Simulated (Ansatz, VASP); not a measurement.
**HfC in VASP and in Ansatz**

```
Hf C
1.0
     0.00000    2.32500    2.32500
     2.32500    0.00000    2.32500
     2.32500    2.32500    0.00000
Hf C
1 1
Direct
  0.50000 0.50000 0.50000
  0.00000 0.00000 0.00000
```

Alike in both runs: task single point; functional PBE; k mesh 15 × 15 × 15; no spin polarisation.

|  | VASP | Ansatz |
| --- | --- | --- |
| version | VASP 6.6.1 | Ansatz 0.2.0 |
| potentials or method | VASP PAW PBE potentials, release 64 (Hf_pv, C), cutoff 520 eV | all-electron LAPW, scalar-relativistic |
| occupations | methfessel-paxton of order 1, width 0.15 eV | cold, width 0.15 eV |

Ansatz gave:

- pressure (GPa): 0.3

Question: What did VASP give for the same quantities?

Answer: Pressure (GPa): -0.5.

Ansatz ran all-electron here, and VASP with PAW potentials.

Spin-orbit coupling is off throughout.
